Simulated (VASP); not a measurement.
Wanted: the native input for a VASP 6.6.1 run.

```
Task                   : single point
Functional             : PBE
Potentials or basis    : VASP PAW PBE potentials, release 64 (In_d, Sb)
Cutoff                 : 520 eV
k mesh                 : 2 × 2 × 1
Occupations            : fermi-dirac, width 0.15 eV
Spin                   : no spin polarisation
Dipole correction      : no
Further INCAR settings : LREAL = Auto; ALGO = Normal; EDIFF = 1e-07; NBANDS = 86
```

The structure of InSb lies in POSCAR:

```
InSb
1.0
    9.1615580000      0.0000000000      0.0000000000
    4.5807790000      7.9341420000      0.0000000000
    0.0000000000      0.0000000000     15.6752380000
In Sb
8 8
Direct
    0.0000000000      0.0000000000      0.0637948846
    0.9999929877      0.5000036551      0.0637948846
    0.5000022922      0.0000000000      0.0637948846
    0.5000016107      0.5000036551      0.0637948846
    0.5313347969      0.5932714590      0.3668780021
    0.4836156335      0.1884891901      0.4404909195
    0.1049651204      0.7211995954      0.3655893454
   -0.1480490284      0.3217487159      0.2350522525
    0.2003009228      0.3156737049      0.2243666093
   -0.3058093426      0.9162175318      0.2711856751
    0.5634655212      0.3032842114      0.1984403682
    0.6274214001      0.6911144267      0.1846479141
    0.2706711575      0.9553900094      0.4714760950
    0.1215999912      0.6606637491      0.1546132824
    0.1142457050      0.9885504948      0.2273585894
    0.0062354350      0.2816057489      0.3971550544
```

The input as run:

INCAR

```
PREC = Accurate ; ENCUT = 520
EDIFF = 1E-7 ; ISMEAR = -1
SIGMA = 0.15 ; LREAL = Auto
LASPH = True ; NELM = 60
ALGO = Normal ; ISIF = 2
LWAVE = False ; LCHARG = True
GGA = PE ; LELF = True
LVHAR = True ; NBANDS = 86
```

KPOINTS

```
Automatic mesh
0
Gamma
  2 2 1
```

Potentials or basis: VASP PAW PBE potentials, release 64 (In_d, Sb).

Command:

```console
$ cat potpaw_PBE.64/In_d/POTCAR potpaw_PBE.64/Sb/POTCAR > POTCAR
$ mpirun -np 1 vasp_std > vasp.out
```

It gave:

```yaml
Largest_force: 2.609 eV/Å
Band_gap_on_the_k_mesh: zero (bands 72 and 73 overlap by 0.01 eV)
```

Caveat: the k points lie up to 0.40 Å⁻¹ apart; the atoms stand as in a frame of molecular dynamics; there is no dipole correction, which matters where the two faces differ; spin-orbit coupling is left out, which moves the levels of the heavy elements.

Run time: 19 min on 1 thread of Intel(R) Xeon(R) Platinum 8259CL CPU @ 2.50GHz (Skylake/Cascade Lake) (shared host), peak memory 1.1 GiB.
